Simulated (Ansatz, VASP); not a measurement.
## La2TaO2: VASP beside Ansatz

```xyz
5
Lattice="4.5037 0.0000 0.0000 0.0000 4.5037 0.0000 0.0000 0.0000 7.0341" Properties=species:S:1:pos:R:3 pbc="T T T"
La    2.2518    2.2518    0.0000
La    2.2518    2.2518    3.5171
Ta    0.0000    0.0000    0.0000
O     0.0000    2.2518    0.0000
O     2.2518    0.0000    0.0000
```

Alike in both runs: functional PBE; k mesh 4 × 4 × 4; occupations gaussian, width 0.1 eV; no spin polarisation.

Ansatz relaxed the structure, and its values are those at the end. VASP's run is a single point on that final structure, the one shown.

|  | VASP | Ansatz |
| --- | --- | --- |
| version | VASP 6.6.1 | Ansatz 0.2.0 |
| potentials or method | VASP PAW PBE potentials, release 64 (La, Ta_pv, O), cutoff 520 eV | scalar-relativistic, plane waves, PAW |
| valence electrons in the cell | 45 | 47 |

```csv
,VASP,Ansatz,Ansatz less VASP
gap on the k mesh at the Fermi level (eV),none,none,-
pressure (GPa),0.0,0.0,+0.07
```

A gap of «none» marks a metal or a gap that the smearing closes. VASP's potentials hold 45 valence electrons a cell and Ansatz's 47, so a difference there can come from the potentials and not from the codes.

Neither program's run includes spin-orbit coupling.
